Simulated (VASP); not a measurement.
# PIr2 (Fm-3m) in VASP: single point with LDA

Aim: the single point of PIr2 with LDA.

Program: VASP 6.6.1. These are calculated values, not measurements. Logs are shortened: lines on timing, memory, paths and dates and some standing lists are left out, and cuts for length are marked.

## 1. The cell of the first run

It takes space group Fm-3m (No. 225, cubic). Conventional cell: a = 5.608 Å, b = 5.608 Å, c = 5.608 Å, α = 90.00°, β = 90.00°, γ = 90.00°. P (site symmetry m-3m) has 8 Ir at 2.43 Å within 3.2 Å. Ir (site symmetry -43m) has 4 P at 2.43 Å and 6 Ir at 2.80 Å within 3.2 Å.

## 2. Single point, LDA (volume scaled by 1.04)

The input, INCAR:

```
PREC     = Accurate       # precision mode
ENCUT    = 520            # plane-wave cutoff, eV
EDIFF    = 1E-7           # SCF threshold, eV
ISMEAR   = -1             # smearing method
SIGMA    = 0.05           # smearing width, eV
LREAL    = F              # projectors in reciprocal space
LASPH    = T              # aspherical terms in the spheres
NELM     = 80             # most SCF steps
ALGO     = Normal         # electronic algorithm
ISIF     = 2              # what is computed and relaxed
LWAVE    = F              # write WAVECAR
LCHARG   = F              # write CHGCAR
GGA      = CA             # functional
NBANDS   = 18             # bands
```

The input, KPOINTS:

```
regular mesh
0
Gamma
  11 11 11
```

The input, POSCAR:

```
PIr2
1.0
    0.0000000000      2.8039186501      2.8039186501
    2.8039186501      0.0000000000      2.8039186501
    2.8039186501      2.8039186501      0.0000000000
P Ir
1 2
Direct
    0.0000000000      0.0000000000      0.0000000000
    0.2500000000      0.2500000000      0.2500000000
    0.7500000000      0.7500000000      0.7500000000
```

Potentials or basis: VASP PAW LDA potentials, release 64 (P, Ir).

Run with:

```
$ cat potpaw_LDA.64/P/POTCAR potpaw_LDA.64/Ir/POTCAR > POTCAR
$ mpirun -np 1 vasp_std > vasp.out
```

OUTCAR:

```text
PREC = Accurate
   ENCUT = 520
   EDIFF = 1E-7
   ISMEAR = -1
   LREAL = F
   LASPH = T
   NELM = 80
   ISIF = 2
   GGA = CA

 ion  position               nearest neighbor table
   1  0.000  0.000  0.000-   3 2.43   3 2.43   3 2.43   2 2.43   3 2.43   2 2.43   2 2.43   2 2.43

   2  0.250  0.250  0.250-   1 2.43   1 2.43   1 2.43   1 2.43   3 2.80   3 2.80   3 2.80   3 2.80
                             3 2.80   3 2.80
   3  0.750  0.750  0.750-   1 2.43   1 2.43   1 2.43   1 2.43   2 2.80   2 2.80   2 2.80   2 2.80
                             2 2.80   2 2.80

  LATTYP: Found a face centered cubic cell.
 ALAT       =     5.6078373002

  Lattice vectors:

 A1 = (   0.0000000000,   2.8039186501,   2.8039186501)
 A2 = (   2.8039186501,   0.0000000000,   2.8039186501)
 A3 = (   2.8039186501,   2.8039186501,   0.0000000000)

Analysis of symmetry for initial positions (statically):
=====================================================================
 Subroutine PRICEL returns:
 Original cell was already a primitive cell.

 Routine SETGRP: Setting up the symmetry group for a
 face centered cubic supercell.

 Subroutine GETGRP returns: Found 48 space group operations
 (whereof 48 operations were pure point group operations)
 out of a pool of 48 trial point group operations.

The static configuration has the point symmetry O_h .

Analysis of symmetry for dynamics (positions and initial velocities):
=====================================================================
 Subroutine PRICEL returns:
 Original cell was already a primitive cell.

 Routine SETGRP: Setting up the symmetry group for a
 face centered cubic supercell.

 Subroutine GETGRP returns: Found 48 space group operations
 (whereof 48 operations were pure point group operations)
 out of a pool of 48 trial point group operations.

The dynamic configuration has the point symmetry O_h .

 Subroutine INISYM returns: Found 48 space group operations
 (whereof 48 operations are pure point group operations),
 and found     1 'primitive' translations

----------------------------------------------------------------------------------------

                                     Primitive cell

  volume of cell :      44.0886

  direct lattice vectors                    reciprocal lattice vectors
[... 80 lines left out ...]
   PREC   = accura    normal or accurate (medium, high low for compatibility)
   ISTART =      0    job   : 0-new  1-cont  2-samecut
   ICHARG =      2    charge: 1-file 2-atom 10-const
   ISPIN  =      1    spin polarized calculation?
   LNONCOLLINEAR =      F non collinear calculations
   LSORBIT =      F    spin-orbit coupling
   LASPH  =      T    aspherical Exc in radial PAW
   ENCUT  =  520.0 eV  38.22 Ry    6.18 a.u.   7.37  7.37  7.37*2*pi/ulx,y,z
   NELM   =     80;   NELMIN=  2; NELMDL= -5     # of ELM steps
   EDIFF  = 0.1E-06   stopping-criterion for ELM
   LREAL  =      F    real-space projection
   EDIFFG = 0.1E-05   stopping-criterion for IOM
   NSW    =      0    number of steps for IOM
   IBRION =     -1    ionic relax: 0-MD 1-quasi-New 2-CG
   NFREE  =      0    steps in history (QN), initial steepest desc. (CG)
   ISIF   =      2    stress and relaxation
   ISYM   =      2    0-nonsym 1-usesym 2-fastsym
   POTIM  = 0.5000    time-step for ionic-motion
   TEBEG  =    0.0;   TEEND  =   0.0 temperature during run
   PSTRESS=    0.0 pullay stress
   NELECT =      23.0000    total number of electrons
   NUPDOWN=      -1.0000    fix difference up-down
   EMIN   =  10.00;   EMAX   =-10.00  energy-range for DOS
   EFERMI =   0.00;   METHOD = LEGACY
   ISMEAR =    -1;   SIGMA  =   0.05  broadening in eV -4-tet -1-fermi 0-gaus
   EFERMI_NEDOS =   21; number of points for ismear=-14 and -15
   IALGO  =     38    algorithm
   IMIX   =      4    mixing-type and parameters
     AMIX     =   0.40;   BMIX     =  1.00
     AMIX_MAG =   1.60;   BMIX_MAG =  1.00
  volume/ion in A,a.u.               =      14.70        99.17
  Fermi-wavevector in a.u.,A,eV,Ry     =   1.317878  2.490429 23.630649  1.736804
  Thomas-Fermi vector in A             =   2.447888
   LORBIT       =      0    0 simple, 1 ext, 2 COOP (PROOUT), +10 PAW based schemes
   GGA     = CA    functional components
   LHFCALC =     F    Hartree Fock is set to
   AEXX    =    0.0000 exact exchange contribution
   IVDW    =     0    specifies the selected vdW correction
   LEPSILON=     F    determine dielectric tensor
   LRPA    =     F    only Hartree local field effects (RPA)
 non-spin polarized calculation
  energy-cutoff  :      520.00
  volume of cell :       44.09
 maximum number of plane-waves:      1243
 NGX is ok and might be reduce to    30
   NGX = 15   NGY = 15   NGZ = 15

 number of electron      22.9999999 magnetization

 Free energy of the ion-electron system (eV)
  ---------------------------------------------------
  ext. energy  EPLUGINS =         0.00000000
  ---------------------------------------------------
  free energy    TOTEN  =       -27.94743024 eV

  energy without entropy =      -27.94157036  energy(sigma->0) =      -27.94450030

 E-fermi :   9.3134     XC(G=0): -12.9209

 val. band max:        9.2962539468   @ k =   0.2727   0.0000   0.0000
 cond. band min:       9.3248934428   @ k =   0.3636   0.2727   0.0909
 fundamental gap:      0.0286394960
 Fermi energy:         9.3134488478

 k-point     1 :       0.0000    0.0000    0.0000
  band No.  band energies     occupation
      1      -4.8496      2.00000
      2       2.0209      2.00000
      3       2.0209      2.00000
      4       2.0209      2.00000
      5       3.6121      2.00000
      6       3.6121      2.00000
[... 481 lines left out ...]
      5       4.2462      2.00000
      6       4.7117      2.00000
[... 10 lines left out ...]
     17      15.9468      0.00000
     18      18.1384      0.00000

 [... further k-points ...]
[... 5 lines left out ...]
  --------------------------------------------------------------------------------------
  -------------------------------------------------------------------------------------
  Total       -3.7655154     -3.7655154     -3.7655154      0.0000000     -0.0000000      0.0000000
  in kB     -136.8386534   -136.8386534   -136.8386534      0.0000000     -0.0000000      0.0000000
  external PRESSURE =    -136.8386534 kB  Pullay stress =       0.0000000 kB

 VOLUME and BASIS-vectors are now :
 -----------------------------------------------------------------------------
  energy-cutoff  :      520.00
  volume of cell :       44.09
      direct lattice vectors                 reciprocal lattice vectors
     0.000000000  2.803918650  2.803918650    -0.178321864  0.178321864  0.178321864
     2.803918650  0.000000000  2.803918650     0.178321864 -0.178321864  0.178321864
     2.803918650  2.803918650  0.000000000     0.178321864  0.178321864 -0.178321864

 POSITION                                       TOTAL-FORCE (eV/Angst)
 -----------------------------------------------------------------------------------
      0.00000      0.00000      0.00000        -0.000000      0.000000     -0.000000
      1.40196      1.40196      1.40196         0.000000      0.000000     -0.000000
      4.20588      4.20588      4.20588         0.000000     -0.000000      0.000000
 -----------------------------------------------------------------------------------
    total drift:                               -0.000000      0.000000      0.000000

  FREE ENERGIE OF THE ION-ELECTRON SYSTEM (eV)
  ---------------------------------------------------
  free  energy   TOTEN  =       -27.9474302375 eV

  energy  without entropy=      -27.9415703578  energy(sigma->0) =      -27.94450030
```

Wall time 59 s (1 thread of Intel Xeon Platinum 8259CL at 2.50GHz (Skylake/Cascade Lake), shared host); peak memory 0.18 GiB.

What came out:

```
Free energy : -27.9474 eV
Pressure    : -13.7 GPa
```

Levels at points of the mesh, in eV from the Fermi level:
```csv
k point,band 8,band 9,band 10,band 11,band 12,band 13,band 14,band 15,band 16,band 17
"(0.00, 0.00, 0.00)",-0.58,-0.58,0.25,1.42,1.42,4.17,4.17,4.17,4.88,4.88
```

Caveat: spin-orbit coupling is left out, which moves the levels of the heavy elements.
